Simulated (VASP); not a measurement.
Write the native input for VASP 6.6.1 that does the following.

| Quantity | Value |
| --- | --- |
| Task | relaxation of shape and atoms at fixed volume |
| Functional | PBE |
| Potentials or basis | VASP PAW PBE potentials, release 64 (Ba_sv, Ti_sv, O) |
| Cutoff | 600 eV |
| k mesh | 8 × 8 × 8 |
| Occupations | gaussian, width 0.02 eV |
| Spin | no spin polarisation |
| Dipole correction | no |
| Further INCAR settings | ALGO = Normal; EDIFF = 1e-06; IBRION = 2; EDIFFG = -0.01; NSW = 50; ISIF = 4 |

The structure of BaTiO3 lies in POSCAR:

```
BaTiO3
1.0
    4.0117237294      0.0000000000      0.0000000000
    0.0000000000      2.9191790050      2.9447714619
    0.0000000000     -2.9191790050      2.9447714619
Ba Ti O
1 1 3
Direct
    0.0000000000      0.0115969521      0.0115969521
    0.5000000000      0.5278060064      0.5278060064
    0.0000000000      0.4872863765      0.4872863765
    0.5000000000      0.4931620084      0.9763686566
    0.5000000000      0.9763686566      0.4931620084
```

One way to write it, as run:

INCAR

```
SYSTEM = BaTiO3
PREC = Accurate ; ENCUT = 600
EDIFF = 1E-6 ; ISMEAR = 0
SIGMA = 0.02 ; LREAL = .FALSE.
LASPH = .TRUE. ; NELM = 60
ALGO = Normal ; ISIF = 4
LWAVE = .FALSE. ; LCHARG = .FALSE.
GGA = PE ; IBRION = 2
NSW = 50 ; EDIFFG = -0.01
```

KPOINTS

```
regular mesh
0
G
  8 8 8
  0 0 0
```

Potentials or basis: VASP PAW PBE potentials, release 64 (Ba_sv, Ti_sv, O).

Run with:

```bash
$ cat potpaw_PBE.64/Ba_sv/POTCAR potpaw_PBE.64/Ti_sv/POTCAR potpaw_PBE.64/O/POTCAR > POTCAR
$ mpirun -np 1 vasp_std > vasp.out
```

Results of the run:

```
Energy gained by relaxing    : 1.4 meV/atom
Ionic steps                  : 10
Pressure after relaxing      : -1.6 GPa
Largest force after relaxing : 0.008 eV/Å
Band gap on the k mesh       : 2.44 eV (least direct gap 3.05 eV)
```

Caveat: spin-orbit coupling is left out, which moves the levels of the heavy elements.

Wall time 7.8 min on 1 thread of Intel(R) Xeon(R) 6975P-C (Granite Rapids), with other jobs on the host, peak memory 0.35 GiB.
